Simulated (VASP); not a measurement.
Hf, 1 atom in the cell. It takes space group Fm-3m (No. 225, cubic). Conventional cell: a = 4.440 Å, b = 4.440 Å, c = 4.440 Å, α = 90.00°, β = 90.00°, γ = 90.00°. Within 4.1 Å of Hf (site symmetry m-3m) lie 12 Hf at 3.14 Å. 

```yaml
Program: VASP 6.6.1
Task: relaxation of cell and atoms
Functional: PBEsol
Potentials_or_basis: VASP PAW PBE potentials, release 64 (Hf_pv)
Cutoff: 600 eV
k_mesh: 10 × 10 × 10
Occupations: fermi-dirac, width 0.05 eV
Spin: no spin polarisation
Target_pressure: 20 GPa
Dipole_correction: no
Further_INCAR_settings: ALGO = Normal; EDIFF = 1e-06; IBRION = 2; EDIFFG = -0.005; NSW = 80; ISIF = 3
```

Potentials or basis: VASP PAW PBE potentials, release 64 (Hf_pv).

Run with:

```sh
$ cat potpaw_PBE.64/Hf_pv/POTCAR > POTCAR
$ mpirun -np 1 vasp_std > vasp.out
```

Hardware: 1 thread of Intel Xeon 8259CL, on a shared host.

How long does it take, and how much memory?

Wall time 84 s on 1 thread of Intel Xeon 8259CL, on a shared host, peak memory 0.18 GiB. Counts: scf iterations 37, k points 47, ion steps 5.
